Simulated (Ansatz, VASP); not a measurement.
Two plane-wave programs on LiReH6

```
Li Re H
1.0
     3.31200    0.00000    0.00000
     0.00000    3.31200    0.00000
     0.00000    0.00000    6.54588
Li Re H
1 1 6
Direct
  0.00000 0.00000 0.50000
  0.00000 0.00000 0.00000
  0.50000 0.50000 0.00000
  0.50000 0.50000 0.50000
  0.50000 0.00000 0.24810
  0.50000 0.00000 0.75190
  0.00000 0.50000 0.24810
  0.00000 0.50000 0.75190
```

Change from the starting cell: species swapped into the TiGaNi6 type (P4/mmm, No. 123).

Alike in both runs: task relaxation of cell and atoms; functional PBE; k mesh 6 × 6 × 4; occupations gaussian, width 0.1 eV; no spin polarisation.

|  | VASP | Ansatz |
| --- | --- | --- |
| version | VASP 6.6.1 | Ansatz 0.2.0 |
| potentials or method | VASP PAW PBE potentials, release 64 (Li_sv, Re, H), cutoff 600 eV | scalar-relativistic, plane waves, PAW |
| valence electrons in the cell | 16 | 24 |

Ansatz gave:

* gap on the k mesh at the Fermi level, each at its own relaxed structure (eV): none
* relaxed volume (Å³/atom): 7.42
* relaxed length of the cell vector where the two differ most in proportion (Å): 7.282

Question: Estimate VASP's values.

Answer: gap on the k mesh at the Fermi level, each at its own relaxed structure (eV): none; relaxed volume (Å³/atom): 7.31; relaxed length of the cell vector where the two differ most in proportion (Å): 7.133.

A gap of «none» marks a metal or a gap that the smearing closes. VASP's potentials hold 16 valence electrons a cell and Ansatz's 24, so a difference there can come from the potentials and not from the codes.

Neither program's run includes spin-orbit coupling. Noted on VASP's run: the cutoff is under 1.25 times that of the potentials, so the pressure is a little rough; the volume moved by over 15 % at a fixed basis, so the end points are rough.
